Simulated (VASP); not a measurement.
# Be (P6_3/mmc) in VASP: single point with PBE

Aim: the single point of Be with PBE.

Everything below comes from runs of VASP 6.6.1. Logs are shortened: lines on timing, memory, paths and dates and some standing lists are left out, and cuts for length are marked.

### Step 1. The cell of the first run

The structure is hexagonal, space group P6_3/mmc (No. 194). Conventional cell: a = 2.181 Å, b = 2.181 Å, c = 3.453 Å, α = 90.00°, β = 90.00°, γ = 120.00°. Be (site symmetry -6m2) has 12 Be at 2.14 to 2.18 Å within 2.8 Å.

### Step 2. Single point, PBE (volume scaled by 0.9)

The input, INCAR:

```
SYSTEM = Be
PREC = Accurate
ENCUT = 520
EDIFF = 1E-6
ISMEAR = -1
SIGMA = 0.08
LREAL = .False.
LASPH = .True.
NELM = 60
ALGO = Normal
ISIF = 2
LWAVE = .False.
LCHARG = .False.
GGA = PE
NBANDS = 9
```

The input, KPOINTS:

```
Automatic mesh
0
Gamma
  19 19 11
  0 0 0
```

The input, POSCAR:

```
Be
1.0
    2.1812774852      0.0000000000      0.0000000000
   -1.0906387426      1.8890417149      0.0000000000
    0.0000000000      0.0000000000      3.4526003394
Be
2
Direct
    0.3333333333      0.6666666667      0.2500000000
    0.6666666667      0.3333333333      0.7500000000
```

Potentials or basis: VASP PAW PBE potentials, release 64 (Be).

The run is started by

```
$ cat potpaw_PBE.64/Be/POTCAR > POTCAR
$ mpirun -np 1 vasp_std > vasp.out
```

OUTCAR:

```text
SYSTEM = Be
   PREC = Accurate
   ENCUT = 520
   EDIFF = 1E-6
   ISMEAR = -1
   LREAL = .False.
   LASPH = .True.
   NELM = 60
   ISIF = 2
   GGA = PE

 ion  position               nearest neighbor table
   1  0.333  0.667  0.250-   2 2.14   2 2.14   2 2.14   2 2.14   2 2.14   2 2.14
   2  0.667  0.333  0.750-   1 2.14   1 2.14   1 2.14   1 2.14   1 2.14   1 2.14

  LATTYP: Found a hexagonal cell.
 ALAT       =     2.1812774852
 C/A-ratio  =     1.5828340790

  Lattice vectors:

 A1 = (   2.1812774852,   0.0000000000,   0.0000000000)
 A2 = (  -1.0906387426,   1.8890417149,   0.0000000000)
 A3 = (   0.0000000000,   0.0000000000,   3.4526003394)

Analysis of symmetry for initial positions (statically):
=====================================================================
 Subroutine PRICEL returns:
 Original cell was already a primitive cell.

 Routine SETGRP: Setting up the symmetry group for a
 hexagonal supercell.

 Subroutine GETGRP returns: Found 24 space group operations
 (whereof 12 operations were pure point group operations)
 out of a pool of 24 trial point group operations.

The static configuration has the point symmetry D_3d.
 The point group associated with its full space group is D_6h.

Analysis of symmetry for dynamics (positions and initial velocities):
=====================================================================
 Subroutine PRICEL returns:
 Original cell was already a primitive cell.

 Routine SETGRP: Setting up the symmetry group for a
 hexagonal supercell.

 Subroutine GETGRP returns: Found 24 space group operations
 (whereof 12 operations were pure point group operations)
 out of a pool of 24 trial point group operations.

The dynamic configuration has the point symmetry D_3d.
 The point group associated with its full space group is D_6h.

 Subroutine INISYM returns: Found 24 space group operations
 (whereof 12 operations are pure point group operations),
 and found     1 'primitive' translations

----------------------------------------------------------------------------------------

                                     Primitive cell

  volume of cell :      14.2265

  direct lattice vectors                    reciprocal lattice vectors
     2.181277485  0.000000000  0.000000000     0.458446945  0.264684467  0.000000000
    -1.090638743  1.889041715  0.000000000     0.000000000  0.529368935  0.000000000
     0.000000000  0.000000000  3.452600339     0.000000000  0.000000000  0.289636767

  length of vectors
     2.181277485  2.181277485  3.452600339     0.529368935  0.529368935  0.289636767

  position of ions in fractional coordinates (direct lattice)
     0.333333333  0.666666667  0.250000000
     0.666666667  0.333333333  0.750000000

  ion indices of the primitive-cell ions
   primitive index   ion index
                 1           1
                 2           2

----------------------------------------------------------------------------------------

 KPOINTS: Automatic mesh

Automatic generation of k-mesh.
 Grid dimensions read from file:
 generate k-points for:   19   19   11

 Generating k-lattice:

  Cartesian coordinates                     Fractional coordinates (reciprocal lattice)
     0.024128787  0.013930761  0.000000000     0.052631579  0.000000000  0.000000000
     0.000000000  0.027861523  0.000000000     0.000000000  0.052631579  0.000000000
     0.000000000  0.000000000  0.026330615     0.000000000  0.000000000  0.090909091

  Length of vectors
     0.027861523  0.027861523  0.026330615

  Shift w.r.t. Gamma in fractional coordinates (k-lattice)
     0.000000000  0.000000000  0.000000000

 Subroutine IBZKPT returns following result:
 ===========================================

 Found    240 irreducible k-points:

 Following reciprocal coordinates:
            Coordinates               Weight
  0.000000  0.000000  0.000000      1.000000
  0.052632  0.000000  0.000000      6.000000
  0.105263  0.000000  0.000000      6.000000
  0.157895  0.000000  0.000000      6.000000
  0.210526  0.000000  0.000000      6.000000
  0.263158  0.000000  0.000000      6.000000
[... 16 lines left out ...]
  0.263158  0.105263  0.000000     12.000000
  0.315789  0.105263  0.000000     12.000000
 [... further k-points ...]
   k-points           NKPTS =    240   k-points in BZ     NKDIM =    240   number of bands    NBANDS=      9
   number of dos      NEDOS =    301   number of ions     NIONS =      2
   total plane-waves  NPLWV =   7168
   dimension x,y,z NGX =    16 NGY =   16 NGZ =   28
   dimension x,y,z NGXF=    32 NGYF=   32 NGZF=   56
   ions per type =               2
   NGX,Y,Z   is equivalent  to a cutoff of  12.19, 12.19, 13.48 a.u.
   NGXF,Y,Z  is equivalent  to a cutoff of  24.39, 24.39, 26.96 a.u.
 SYSTEM =  Be
   PREC   = accura    normal or accurate (medium, high low for compatibility)
   ISTART =      0    job   : 0-new  1-cont  2-samecut
   ICHARG =      2    charge: 1-file 2-atom 10-const
   ISPIN  =      1    spin polarized calculation?
   LNONCOLLINEAR =      F non collinear calculations
   LSORBIT =      F    spin-orbit coupling
   LASPH  =      T    aspherical Exc in radial PAW
   ENCUT  =  520.0 eV  38.22 Ry    6.18 a.u.   4.06  4.06  6.42*2*pi/ulx,y,z
   NELM   =     60;   NELMIN=  2; NELMDL= -5     # of ELM steps
   EDIFF  = 0.1E-05   stopping-criterion for ELM
   LREAL  =      F    real-space projection
   EDIFFG = 0.1E-04   stopping-criterion for IOM
   NSW    =      0    number of steps for IOM
   IBRION =     -1    ionic relax: 0-MD 1-quasi-New 2-CG
   NFREE  =      0    steps in history (QN), initial steepest desc. (CG)
   ISIF   =      2    stress and relaxation
   ISYM   =      2    0-nonsym 1-usesym 2-fastsym
   POTIM  = 0.5000    time-step for ionic-motion
   TEBEG  =    0.0;   TEEND  =   0.0 temperature during run
   PSTRESS=    0.0 pullay stress
   NELECT =       4.0000    total number of electrons
   NUPDOWN=      -1.0000    fix difference up-down
   EMIN   =  10.00;   EMAX   =-10.00  energy-range for DOS
   EFERMI =   0.00;   METHOD = LEGACY
   ISMEAR =    -1;   SIGMA  =   0.08  broadening in eV -4-tet -1-fermi 0-gaus
   EFERMI_NEDOS =   21; number of points for ismear=-14 and -15
   IALGO  =     38    algorithm
   IMIX   =      4    mixing-type and parameters
     AMIX     =   0.40;   BMIX     =  1.00
     AMIX_MAG =   1.60;   BMIX_MAG =  1.00
  volume/ion in A,a.u.               =       7.11        48.00
  Fermi-wavevector in a.u.,A,eV,Ry     =   1.072495  2.026721 15.650038  1.150245
  Thomas-Fermi vector in A             =   2.208267
   LORBIT       =      0    0 simple, 1 ext, 2 COOP (PROOUT), +10 PAW based schemes
   GGA     = PE    functional components
   LHFCALC =     F    Hartree Fock is set to
   AEXX    =    0.0000 exact exchange contribution
   IVDW    =     0    specifies the selected vdW correction
   LEPSILON=     F    determine dielectric tensor
   LRPA    =     F    only Hartree local field effects (RPA)
 non-spin polarized calculation
  energy-cutoff  :      520.00
  volume of cell :       14.23
 maximum number of plane-waves:       392
   NGX =  9   NGY =  9   NGZ = 13

 number of electron       4.0000000 magnetization

 Free energy of the ion-electron system (eV)
  ---------------------------------------------------
  ext. energy  EPLUGINS =         0.00000000
  ---------------------------------------------------
  free energy    TOTEN  =        -7.46641169 eV

  energy without entropy =       -7.46486550  energy(sigma->0) =       -7.46563859

 E-fermi :   7.9884     XC(G=0): -10.9585

 val. band max:        7.9198188387   @ k =   0.3158   0.1053   0.0000
 cond. band min:       8.1265737023   @ k =   0.2632   0.2632   0.0909
 fundamental gap:      0.2067548636
 Fermi energy:         7.9884175268

 k-point     1 :       0.0000    0.0000    0.0000
  band No.  band energies     occupation
      1      -4.0144      2.00000
      2       3.0373      2.00000
      3       9.3228      0.00000
      4      25.4139      0.00000
      5      25.4139      0.00000
      6      28.4489      0.00000
      7      28.4489      0.00000
      8      30.5830      0.00000
      9      36.9193      0.00000

 k-point     2 :       0.0526    0.0000    0.0000
  band No.  band energies     occupation
      1      -3.9315      2.00000
      2       3.1500      2.00000
      3       9.3400      0.00000
      4      24.6819      0.00000
      5      24.8417      0.00000
      6      28.4716      0.00000
      7      28.7694      0.00000
      8      30.4303      0.00000
      9      35.5442      0.00000

 k-point     3 :       0.1053    0.0000    0.0000
  band No.  band energies     occupation
      1      -3.6828      2.00000
      2       3.4880      2.00000
      3       9.3867      0.00000
      4      22.8832      0.00000
      5      23.6867      0.00000
      6      28.4699      0.00000
      7      29.1132      0.00000
      8      29.8904      0.00000
      9      33.3822      0.00000

 k-point     4 :       0.1579    0.0000    0.0000
  band No.  band energies     occupation
      1      -3.2677      2.00000
      2       4.0504      2.00000
      3       9.4429      0.00000
      4      20.6495      0.00000
      5      22.4509      0.00000
      6      28.2653      0.00000
      7      28.7458      0.00000
      8      29.0083      0.00000
      9      31.1751      0.00000
[... 205 lines left out ...]
 k-point    22 :       0.2105    0.1053    0.0000
  band No.  band energies     occupation
      1      -1.6847      2.00000
      2       6.1734      2.00000
      3       9.4159      0.00000
      4      15.9225      0.00000
      5      18.8155      0.00000
      6      24.4188      0.00000
      7      25.7867      0.00000
      8      27.1653      0.00000
      9      31.0910      0.00000

 k-point    23 :       0.2632    0.1053    0.0000
  band No.  band energies     occupation
      1      -0.7702      2.00000
      2       7.3880      1.99890
      3       8.9513      0.00001
      4      14.5021      0.00000
      5      17.8669      0.00000
      6      22.0081      0.00000
      7      24.2943      0.00000
      8      26.6366      0.00000
      9      29.8720      0.00000

 k-point    24 :       0.3158    0.1053    0.0000
  band No.  band energies     occupation
      1       0.2984      2.00000
      2       7.9198      1.40427
      3       8.7995      0.00008
      4      13.9142      0.00000
      5      16.9901      0.00000
      6      19.5618      0.00000
      7      23.0129      0.00000
      8      26.2128      0.00000
      9      29.0568      0.00000

 [... further k-points ...]
[... 5 lines left out ...]
  --------------------------------------------------------------------------------------
  -------------------------------------------------------------------------------------
  Total        1.3913936      1.3913936      1.3954933      0.0000000      0.0000000      0.0000000
  in kB      156.6974041    156.6974041    157.1591094      0.0000000      0.0000000      0.0000000
  external PRESSURE =     156.8513059 kB  Pullay stress =       0.0000000 kB

 VOLUME and BASIS-vectors are now :
 -----------------------------------------------------------------------------
  energy-cutoff  :      520.00
  volume of cell :       14.23
      direct lattice vectors                 reciprocal lattice vectors
     2.181277485  0.000000000  0.000000000     0.458446945  0.264684467  0.000000000
    -1.090638743  1.889041715  0.000000000     0.000000000  0.529368935  0.000000000
     0.000000000  0.000000000  3.452600339     0.000000000  0.000000000  0.289636767

 POSITION                                       TOTAL-FORCE (eV/Angst)
 -----------------------------------------------------------------------------------
     -0.00000      1.25936      0.86315        -0.000000      0.000000      0.000000
      1.09064      0.62968      2.58945         0.000000      0.000000      0.000000
 -----------------------------------------------------------------------------------
    total drift:                                0.000000     -0.000000      0.000000

  FREE ENERGIE OF THE ION-ELECTRON SYSTEM (eV)
  ---------------------------------------------------
  free  energy   TOTEN  =        -7.4664116858 eV

  energy  without entropy=       -7.4648654966  energy(sigma->0) =       -7.46563859
```

Wall time 6.1 s (1 thread of Intel Xeon 6975P-C (Granite Rapids), shared host); peak memory 0.13 GiB.

What came out:

| Property | Result |
| --- | --- |
| Free energy | -7.4664 eV |
| Pressure | 15.7 GPa |
| Band gap on the k mesh | zero (band 2 reaches 8.72 eV, above the bottom of band 3 at 7.18 eV) |
